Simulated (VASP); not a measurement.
# Ti (P6_3/mmc) in VASP: further runs, part 2 of 2

VASP 6.6.1. The steps go on from the part before.

### Step 5. Single point, r2SCAN

This run uses another cell than the first one, of 18.69 Å³/atom.

POSCAR

```
Ti
1.0
    2.9350879604      0.0000000000      0.0000000000
   -1.4675439802      2.5418607360      0.0000000000
    0.0000000000      0.0000000000      5.0095000000
Ti
2
Direct
    0.3333333333      0.6666666667      0.2500000000
    0.6666666667      0.3333333333      0.7500000000
```

INCAR.step1

```
SYSTEM = Ti
PREC = Accurate
ENCUT = 520
ISMEAR = 1
SIGMA = 0.05
LREAL = .FALSE.
LASPH = .TRUE.
NELM = 100
NBANDS = 19
GGA = PE
ALGO = Normal
EDIFF = 1E-4
LWAVE = .TRUE.
LCHARG = .FALSE.
```

INCAR.step2

```
SYSTEM = Ti
PREC = Accurate
ENCUT = 520
EDIFF = 1E-6
ISMEAR = 1
SIGMA = 0.05
LREAL = .FALSE.
LASPH = .TRUE.
NELM = 100
ALGO = Normal
ISIF = 2
LWAVE = .FALSE.
LCHARG = .FALSE.
METAGGA = R2SCAN
LMIXTAU = .TRUE.
NBANDS = 19
ISTART = 1
```

KPOINTS

```
regular mesh
0
G
  18 18 10
  0 0 0
```

Launch:

```bash
$ cat potpaw_PBE.64/Ti_sv/POTCAR > POTCAR
$ cp INCAR.step1 INCAR
$ mpirun -np 1 vasp_std > vasp.out
$ cp INCAR.step2 INCAR
$ mpirun -np 1 vasp_std > vasp.out
```

Run time: 7.8 min. Hardware: 1 thread of Intel Xeon Platinum 8259CL at 2.50GHz (Skylake/Cascade Lake), shared host; peak memory 0.26 GiB.

The run converged. Its results:

| Quantity | Value |
| --- | --- |
| Free energy | -25.7832 eV |
| Pressure | -7.5 GPa |
| Band gap on the k mesh | zero (bands 12 and 13 overlap by 0.82 eV) |

Stress tensor (GPa, compression positive):
```
 -4.60   0.00   0.00
  0.00  -4.60   0.00
  0.00   0.00 -13.44
```

Levels at points of the mesh, in eV from the Fermi level:
| k point | band 10 | band 11 | band 12 | band 13 | band 14 | band 15 |
| --- | --- | --- | --- | --- | --- | --- |
| (0.00, 0.00, 0.00) | -2.77 | -0.26 | 0.47 | 0.91 | 0.91 | 1.27 |
| (0.50, 0.00, 0.00) | -2.05 | -1.81 | -0.60 | 0.39 | 0.89 | 0.97 |
| (0.00, 0.00, 0.50) | -4.77 | -0.22 | -0.22 | 0.91 | 0.91 | 0.91 |
| (0.50, 0.00, 0.50) | -2.47 | -0.91 | -0.91 | 1.15 | 1.15 | 1.98 |

Caveat: the stress differs along the axes, from -13 to -5 GPa; the PAW data sets were made with another functional, which shifts forces and pressure a little.

### Step 6. Single point, r2SCAN

This run uses another cell than the first one, of 18.84 Å³/atom.

POSCAR

```
Ti
1.0
    3.0036000000      0.0000000000      0.0000000000
   -1.5018000000      2.6011939028      0.0000000000
    0.0000000000      0.0000000000      4.8240000000
Ti
2
Direct
    0.3333333333      0.6666666667      0.2500000000
    0.6666666667      0.3333333333      0.7500000000
```

INCAR.step1

```
ALGO     = Normal         # electronic algorithm
EDIFF    = 1E-4           # SCF threshold, eV
ENCUT    = 520            # plane-wave cutoff, eV
GGA      = PE             # functional
ISMEAR   = 1              # smearing method
LASPH    = T              # aspherical terms in the spheres
LCHARG   = F              # write CHGCAR
LREAL    = F              # projectors in reciprocal space
LWAVE    = T              # write WAVECAR
NBANDS   = 19             # bands
NELM     = 100            # most SCF steps
PREC     = Accurate       # precision mode
SIGMA    = 0.05           # smearing width, eV
```

INCAR.step2

```
ALGO     = Normal         # electronic algorithm
EDIFF    = 1E-7           # SCF threshold, eV
ENCUT    = 520            # plane-wave cutoff, eV
ISIF     = 2              # what is computed and relaxed
ISMEAR   = 1              # smearing method
ISTART   = 1            
LASPH    = T              # aspherical terms in the spheres
LCHARG   = T              # write CHGCAR
LELF     = T              # ELF
LMIXTAU  = T            
LREAL    = F              # projectors in reciprocal space
LVHAR    = T            
LWAVE    = F              # write WAVECAR
METAGGA  = R2SCAN         # meta-GGA
NBANDS   = 19             # bands
NELM     = 100            # most SCF steps
PREC     = Accurate       # precision mode
SIGMA    = 0.05           # smearing width, eV
```

KPOINTS

```
k-points
0
Gamma
  18 18 10
```

Potentials or basis: VASP PAW PBE potentials, release 64 (Ti_sv).

Launch:

```bash
$ cat potpaw_PBE.64/Ti_sv/POTCAR > POTCAR
$ cp INCAR.step1 INCAR
$ mpirun -np 1 vasp_std > vasp.out
$ cp INCAR.step2 INCAR
$ mpirun -np 1 vasp_std > vasp.out
```

OUTCAR:

```text
EDIFF = 1E-7
   ENCUT = 520
   ISIF = 2
   ISMEAR = 1
   ISTART = 1
   LASPH = T
   LREAL = F
   METAGGA = R2SCAN
   NELM = 100
   PREC = Accurate

 ion  position               nearest neighbor table
   1  0.333  0.667  0.250-
   2  0.667  0.333  0.750-

  LATTYP: Found a hexagonal cell.
 ALAT       =     3.0036000000
 C/A-ratio  =     1.6060727127

  Lattice vectors:

 A1 = (   3.0036000000,   0.0000000000,   0.0000000000)
 A2 = (  -1.5018000000,   2.6011939028,   0.0000000000)
 A3 = (   0.0000000000,   0.0000000000,   4.8240000000)

Analysis of symmetry for initial positions (statically):
=====================================================================
 Subroutine PRICEL returns:
 Original cell was already a primitive cell.

 Routine SETGRP: Setting up the symmetry group for a
 hexagonal supercell.

 Subroutine GETGRP returns: Found 24 space group operations
 (whereof 12 operations were pure point group operations)
 out of a pool of 24 trial point group operations.

The static configuration has the point symmetry D_3d.
[... 159 lines left out ...]
  ---------------------------------------------------
  free energy    TOTEN  =       -25.81902468 eV

  energy without entropy =      -25.81920260  energy(sigma->0) =      -25.81908399

 E-fermi :   7.5574     XC(G=0): -11.9851

 val. band max:        7.5378867027   @ k =   0.3333   0.2778   0.3000
 cond. band min:       7.5600402417   @ k =   0.2222   0.2222   0.5000
 fundamental gap:      0.0221535390
 Fermi energy:         7.5574186079

 k-point     1 :       0.0000    0.0000    0.0000
  band No.  band energies     occupation
      1     -51.8427      2.00000
      2     -51.7452      2.00000
      3     -27.3046      2.00000
      4     -26.7850      2.00000
      5     -26.7850      2.00000
      6     -26.7567      2.00000
[... 505 lines left out ...]
      6     -26.9208      2.00000
[... 11 lines left out ...]
     18      10.8844      0.00000
     19      11.5343      0.00000

 [... further k-points ...]

------------------------ aborting loop because EDIFF is reached ----------------------------------------

  FORCE on cell =-STRESS in cart. coord.  units (eV):
  Direction    XX          YY          ZZ          XY          YZ          ZX
  --------------------------------------------------------------------------------------
  -------------------------------------------------------------------------------------
  Total       -1.8253280     -1.8253280     -2.2273494      0.0000000      0.0000000      0.0000000
  in kB      -77.5942202    -77.5942202    -94.6840456      0.0000000      0.0000000      0.0000000
  external PRESSURE =     -83.2908287 kB  Pullay stress =       0.0000000 kB

 VOLUME and BASIS-vectors are now :
 -----------------------------------------------------------------------------
  energy-cutoff  :      520.00
  volume of cell :       37.69
      direct lattice vectors                 reciprocal lattice vectors
     3.003600000  0.000000000  0.000000000     0.332933813  0.192219426  0.000000000
    -1.501800000  2.601193903  0.000000000     0.000000000  0.384438853  0.000000000
     0.000000000  0.000000000  4.824000000     0.000000000  0.000000000  0.207296849

 POSITION                                       TOTAL-FORCE (eV/Angst)
 -----------------------------------------------------------------------------------
     -0.00000      1.73413      1.20600         0.000000     -0.000000      0.000000
      1.50180      0.86706      3.61800        -0.000000      0.000000      0.000000
 -----------------------------------------------------------------------------------
    total drift:                               -0.000000      0.000000     -0.000000

  FREE ENERGIE OF THE ION-ELECTRON SYSTEM (eV)
  ---------------------------------------------------
  free  energy   TOTEN  =       -25.8190246815 eV

  energy  without entropy=      -25.8192025952  energy(sigma->0) =      -25.81908399
```

OSZICAR.step1:

```text
N       E                     dE             d eps       ncg     rms          rms(c)
DAV:   1     0.263588018004E+03    0.26359E+03   -0.13037E+04  8444   0.154E+03
DAV:   2     0.125957750787E+02   -0.25099E+03   -0.24689E+03  8663   0.439E+02
DAV:   3    -0.165715598814E+02   -0.29167E+02   -0.28831E+02 15895   0.123E+02
DAV:   4    -0.178634283332E+02   -0.12919E+01   -0.12906E+01  9734   0.270E+01
DAV:   5    -0.179295198808E+02   -0.66092E-01   -0.66086E-01 12734   0.428E+00    0.111E+01
DAV:   6    -0.155962560565E+02    0.23333E+01   -0.90302E+00  9757   0.289E+01    0.261E+00
DAV:   7    -0.155805491287E+02    0.15707E-01   -0.66648E-01 12609   0.563E+00    0.200E+00
DAV:   8    -0.155987449741E+02   -0.18196E-01   -0.17549E-01  9569   0.484E+00    0.593E-01
DAV:   9    -0.155919229996E+02    0.68220E-02   -0.41748E-02  9899   0.194E+00    0.666E-02
DAV:  10    -0.155921598324E+02   -0.23683E-03   -0.21916E-03 12019   0.277E-01    0.743E-02
DAV:  11    -0.155922334496E+02   -0.73617E-04   -0.13246E-04  6645   0.842E-02
   1 F= -.15592233E+02 E0= -.15592252E+02  d E =0.561625E-04
```

Wall time 8.3 min (1 thread of Intel Xeon Platinum 8259CL at 2.50GHz (Skylake/Cascade Lake), shared host); peak memory 0.26 GiB.

What came out:

```
Free energy            : -25.8190 eV
Pressure               : -8.3 GPa
Band gap on the k mesh : zero (bands 12 and 13 overlap by 1.19 eV)
```

Stress tensor (GPa, compression positive):
```
-7.76  0.00  0.00
 0.00 -7.76  0.00
 0.00  0.00 -9.47
```

Levels at points of the mesh, in eV from the Fermi level:
```tsv
k point	band 9	band 10	band 11	band 12	band 13	band 14	band 15	band 16
(0.00, 0.00, 0.00)	-6.43	-2.68	0.23	0.81	0.83	0.83	1.27	1.27
(0.50, 0.00, 0.00)	-2.40	-2.05	-1.75	-0.86	0.57	0.65	1.08	3.23
(0.00, 0.00, 0.50)	-4.63	-4.63	0.01	0.01	0.77	0.77	0.77	0.77
(0.50, 0.00, 0.50)	-2.47	-2.47	-0.82	-0.82	1.05	1.05	1.78	1.78
```

Caveat: the cell stands under tension; the PAW data sets were made with another functional, which shifts forces and pressure a little.

### Step 7. The runs side by side

| cell | gap on the mesh (eV) | pressure (GPa) |
| --- | --- | --- |
| a = 3.072, b = 3.072, c = 4.453 Å, angles 90.0, 90.0, 120.0°, 2 atoms | none | -5.0 |
| a = 3.140, b = 3.141, c = 4.267 Å, angles 90.0, 90.0, 120.0°, 2 atoms | none | -4.8 |
| a = 2.867, b = 2.867, c = 5.195 Å, angles 90.0, 90.0, 120.0°, 2 atoms | none | -6.3 |
| a = 2.935, b = 2.935, c = 5.010 Å, angles 90.0, 90.0, 120.0°, 2 atoms | none | -7.5 |
| a = 3.004, b = 3.004, c = 4.824 Å, angles 90.0, 90.0, 120.0°, 2 atoms | none | -8.3 |

Alike in all rows: task single point; level r2SCAN; potentials or basis VASP PAW PBE potentials, release 64 (Ti_sv); no spin polarisation; k mesh 18 × 18 × 10; cutoff (eV) 520; smearing methfessel-paxton 0.05 eV.

Caveats: the PAW data sets were made with another functional, which shifts forces and pressure a little; the stress differs along the axes, from -8 to 1 GPa (at least some runs); the stress differs along the axes, from -9 to 4 GPa (at least some runs); the stress differs along the axes, from -17 to -1 GPa (at least some runs); the stress differs along the axes, from -13 to -5 GPa (at least some runs); the cell stands under tension (at least some runs).

Total energies depend on the potentials used, so only differences within one code and one set of settings carry meaning.

The gap in the log of VASP goes by the Fermi energy; the results here count the filled bands.